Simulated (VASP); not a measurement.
# Cd: single point with PBE

Cd:

```
Cd
1.0
     0.00000    2.93730    2.93730
     2.93730    0.00000    2.93730
     2.93730    2.93730    0.00000
Cd
2
Direct
  0.87500 0.87500 0.87500
  0.12500 0.12500 0.12500
```

This isn't the form of Cd at room conditions, which is hcp.

```yaml
Program: VASP 6.6.1
Task: single point
Functional: PBE
Potentials_or_basis: VASP PAW PBE potentials, release 64 (Cd)
Cutoff: 520 eV
k_mesh: 12 × 12 × 12
Occupations: fermi-dirac, width 0.1 eV
Spin: no spin polarisation
Dipole_correction: no
Further_INCAR_settings: ALGO = Normal; EDIFF = 1e-06; NBANDS = 19
```

```yaml
Pressure: 18.8 GPa
Band_gap_on_the_k_mesh: zero (bands 12 and 13 overlap by 7.19 eV)
```

Levels at points of the mesh, in eV from the Fermi level:
| k point | band 10 | band 11 | band 12 | band 13 | band 14 | band 15 |
| --- | --- | --- | --- | --- | --- | --- |
| (0.00, 0.00, 0.00) | -8.25 | -8.09 | 6.27 | 6.27 | 6.27 | 7.19 |
| (0.50, 0.00, 0.00) | -8.25 | -4.59 | -3.41 | 3.79 | 3.79 | 7.05 |
| (0.50, 0.50, 0.00) | -8.15 | -3.07 | -3.07 | 1.02 | 1.02 | 4.80 |

It took 59 s on 1 thread of Intel Xeon 8259CL, on a shared host, peak memory 0.21 GiB.

Caveat: the cell stands under pressure.
